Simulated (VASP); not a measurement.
Wanted: the native input for a VASP 6.6.1 run.

```yaml
Task: single point
Functional: RPBE
Potentials_or_basis: VASP PAW PBE potentials, release 64 (Ni)
Cutoff: 520 eV
k_mesh: 22 × 22 × 22
Occupations: fermi-dirac, width 0.1 eV
Spin: no spin polarisation
Dipole_correction: no
Further_INCAR_settings: ALGO = Normal; EDIFF = 1e-06; NBANDS = 11
```

The structure of Ni lies in POSCAR:

```
Ni
1.0
    2.2537850969      0.0000000000      0.0000000000
    0.0000000000      2.2537850969      0.0000000000
    0.0000000000      0.0000000000      2.2537850969
Ni
1
Direct
    0.0000000000      0.0000000000      0.0000000000
```

This isn't the form of Ni at room conditions, which is fcc.

The input as run:

INCAR

```
PREC = Accurate
ENCUT = 520
EDIFF = 1E-6
ISMEAR = -1
SIGMA = 0.1
LREAL = F
LASPH = T
NELM = 80
ALGO = Normal
ISIF = 2
LWAVE = F
LCHARG = F
GGA = RP
NBANDS = 11
```

KPOINTS

```
regular mesh
0
Gamma
  22 22 22
```

Potentials or basis: VASP PAW PBE potentials, release 64 (Ni).

Run with:

```sh
$ cat potpaw_PBE.64/Ni/POTCAR > POTCAR
$ mpirun -np 1 vasp_std > vasp.out
```

Results of the run:

* Pressure: 22.3 GPa
* Band gap on the k mesh: zero (bands 5 and 6 overlap by 1.44 eV)

Caveat: the cell stands under pressure; the PAW data sets were made with another functional, which shifts forces and pressure a little; the run has no spin polarisation, though such a crystal can be magnetic.

Wall time 33 s on 1 thread of Intel Xeon 8259CL (shared host), peak memory 0.16 GiB.
